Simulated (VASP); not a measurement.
PbS2, 3 atoms in the cell. The structure is trigonal, space group R-3m (No. 166). The conventional cell has a = 3.820 Å, b = 3.820 Å, c = 17.692 Å, α = 90.00°, β = 90.00°, γ = 120.00°. Within 3.5 Å of Pb (site symmetry -3m) lie 6 S at 2.68 Å. Within 3.5 Å of S (site symmetry 3m) lie 3 Pb at 2.68 Å. 

| Quantity | Value |
| --- | --- |
| Program | VASP 6.6.1 |
| Task | single point |
| Functional | PBE |
| Potentials or basis | VASP PAW PBE potentials, release 64 (Pb_d, S) |
| Cutoff | 500 eV |
| k mesh | 6 × 6 × 6 |
| Occupations | fermi-dirac, width 0.02 eV |
| Spin | no spin polarisation |
| Dipole correction | no |
| Further INCAR settings | ALGO = Normal; EDIFF = 1e-06; NBANDS = 20 |

Potentials or basis: VASP PAW PBE potentials, release 64 (Pb_d, S).

Launch:

```sh
$ cat potpaw_PBE.64/Pb_d/POTCAR potpaw_PBE.64/S/POTCAR > POTCAR
$ mpirun -np 1 vasp_std > vasp.out
```

Hardware: 1 thread of Intel Xeon 6975P-C (shared host).

Problem. Estimate the wall time of this run.

Solution. It took 120 s on 1 thread of Intel Xeon 6975P-C, with other jobs on the host, peak memory 0.32 GiB. Counts: scf iterations 14, k points 32.
